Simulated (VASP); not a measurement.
Input of a VASP 6.6.1 run:

The input INCAR:

```
PREC = Accurate
ENCUT = 520
EDIFF = 1E-6
ISMEAR = 0
SIGMA = 0.05
LREAL = False
LASPH = True
NELM = 100
ALGO = Normal
ISIF = 2
LWAVE = False
LCHARG = True
LELF = True
LVHAR = True
NBANDS = 11
```

The input KPOINTS:

```
Automatic mesh
0
Gamma
  12 12 12
```

POSCAR

```
Si
1.0
    0.0000000000      2.7671268857      2.5728745783
    2.7671268857      0.0000000000      2.5728745783
    2.7671268857      2.7671268857      0.0000000000
Si
2
Direct
    0.5000000000      0.5000000000      0.5000000000
    0.7500000000      0.7500000000      0.7500000000
```

Potentials or basis: VASP PAW LDA potentials, release 64 (Si).

Run with:

```console
$ cat potpaw_LDA.64/Si/POTCAR > POTCAR
$ mpirun -np 1 vasp_std > vasp.out
```

Question: Estimate the pressure.

Answer: -0.1 GPa.

Question: What does it give for the band gap on the k mesh?

Answer: Zero (band 4 reaches 6.26 eV, above the bottom of band 5 at 5.95 eV).

Stress tensor (GPa, compression positive):
```
-2.14  0.00  0.00
 0.00 -2.14  0.00
 0.00  0.00  3.88
```
